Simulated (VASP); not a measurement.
MnO:

```
Mn O
1.0
     0.00000    2.20898    2.20898
     2.20898    0.00000    2.20898
     2.20898    2.20898    0.00000
Mn O
1 1
Direct
  0.00000 0.00000 0.00000
  0.50000 0.50000 0.50000
```

This cell differs from its parent crystal: volume scaled by 0.98.

Base run:

| Quantity | Value |
| --- | --- |
| Program | VASP 6.6.1 |
| Functional | PBEsol |
| Potentials or basis | VASP PAW PBE potentials, release 64 (Mn_pv, O) |
| Cutoff | 520 eV |
| k mesh | 10 × 10 × 10 |
| Occupations | fermi-dirac, width 0.05 eV |
| Spin | collinear spin, ferromagnetic start |
| Starting moments | [4.0, 0.0] μB |

Its results: pressure -5.5 GPa; net moment 4.69 μB per cell; site moments Mn +4.26; O +0.19 μB.

Problem. The run is repeated on the same cell with these changes: functional from PBEsol to r2SCAN. What comes out?

Solution. Pressure 3.9 GPa; net moment 4.99 μB per cell; site moments Mn +4.54; O +0.24 μB.

Caveats: the PAW data sets were made with another functional, which shifts forces and pressure a little; a cell with one magnetic atom can't hold antiferromagnetic order, which such compounds often take.
